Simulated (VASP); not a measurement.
Crystal: Sn.

```
Sn
1.0
    -1.72654    1.77555    2.33834
     1.72654   -1.77555    2.33834
     1.72654    1.77555   -2.33834
Sn
1
Direct
  0.00000 0.00000 0.00000
```

| Quantity | Value |
| --- | --- |
| Program | VASP 6.6.1 |
| Task | relaxation of cell and atoms |
| Functional | BLYP |
| Dispersion | D3(BJ) |
| Potentials or basis | VASP PAW PBE potentials, release 64 (Sn_d) |
| Cutoff | 600 eV |
| k mesh | 11 × 11 × 11 |
| Occupations | fermi-dirac, width 0.05 eV |
| Spin | no spin polarisation |

At the start: pressure -1.6 GPa; volume 28.67 Å³/atom.

Where does the relaxation end?

Over 21 steps the energy falls by 8.3 meV/atom and the volume is 27.68 Å³/atom (-3.5 %); space group I4/mmm (No. 139, to 0.05 Å).

Step by step:
```tsv
step	energy change (eV)	largest force (eV/Å)	pressure (GPa)	volume (Å³)
1	0.0000	0.0000	-1.61	28.67
2	-0.0071	0.0000	0.25	27.49
3	-0.0071	0.0000	0.24	27.52
4	-0.0079	0.0000	0.15	27.57
5	-0.0080	0.0000	0.14	27.60
6	-0.0081	0.0000	0.09	27.61
7	-0.0080	0.0000	0.09	27.62
8	-0.0081	0.0000	0.08	27.61
9	-0.0082	0.0000	0.01	27.68
10	-0.0082	0.0000	-0.13	27.77
11	-0.0083	0.0000	-0.11	27.72
12	-0.0083	0.0000	0.10	27.65
13	-0.0083	0.0000	0.01	27.69
14	-0.0083	0.0000	0.01	27.69
15	-0.0083	0.0000	-0.04	27.70
16	-0.0083	0.0000	-0.07	27.70
17	-0.0083	0.0000	-0.05	27.69
18	-0.0083	0.0000	0.03	27.66
19	-0.0083	0.0000	0.03	27.67
20	-0.0083	0.0000	0.02	27.67
21	-0.0083	0.0000	-0.01	27.68
```

Final structure:
```
CELL_PARAMETERS angstrom
-1.71634 1.71635 2.34937
1.71634 -1.71635 2.34937
1.71634 1.71635 -2.34937
ATOMIC_POSITIONS crystal
Sn 0.00000 0.00000 0.00000
```

Caveat: the PAW data sets were made with another functional, which shifts forces and pressure a little; pairwise dispersion overbinds metals, which lowers pressure and volume.
